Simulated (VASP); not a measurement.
Wanted: the native input for a VASP 6.6.1 run.

```
Task                   : single point
Functional             : PBEsol
Potentials or basis    : VASP PAW PBE potentials, release 64 (Sn_d, S)
Cutoff                 : 500 eV
k mesh                 : 6 × 6 × 4
Occupations            : gaussian, width 0.01 eV
Spin                   : no spin polarisation
Dipole correction      : no
Further INCAR settings : ALGO = Normal; EDIFF = 1e-06; NBANDS = 20
```

The structure of SnS2 (Berndtite-2T) lies in POSCAR:

```
SnS2
1.0
    3.6390000000      0.0000000000      0.0000000000
   -1.8195000000      3.1514664400      0.0000000000
    0.0000000000      0.0000000000      5.8680000000
Sn S
1 2
Direct
    0.0000000000      0.0000000000      0.0000000000
    0.3333333333      0.6666666667      0.2500000000
    0.6666666667      0.3333333333      0.7500000000
```

These files were run (other wordings do the same):

INCAR

```
  PREC = Accurate
  ENCUT = 500
  EDIFF = 1E-6
  ISMEAR = 0
  SIGMA = 0.01
  LREAL = F
  LASPH = T
  NELM = 120
  ALGO = Normal
  ISIF = 2
  LWAVE = F
  LCHARG = F
  GGA = PS
  NBANDS = 20
  GGA_COMPAT = F
```

KPOINTS

```
Automatic mesh
0
Gamma
  6 6 4
```

Potentials or basis: VASP PAW PBE potentials, release 64 (Sn_d, S).

The run is started by

```console
$ cat potpaw_PBE.64/Sn_d/POTCAR potpaw_PBE.64/S/POTCAR > POTCAR
$ mpirun -np 1 vasp_std > vasp.out
```

Results of the run:

The pressure is 1.1 GPa. The largest force is 0.093 eV/Å and the band gap on the k mesh is 1.39 eV, indirect (least direct gap 1.86 eV).

Caveat: the PAW data sets were made with another functional, which shifts forces and pressure a little; spin-orbit coupling is left out, which moves the levels of the heavy elements; this functional lacks dispersion, which binds the layers, so the pressure and a relaxed spacing across them are unreliable.

It took 25 s on 1 thread of Intel Xeon 6975P-C, on a shared host, peak memory 0.19 GiB.
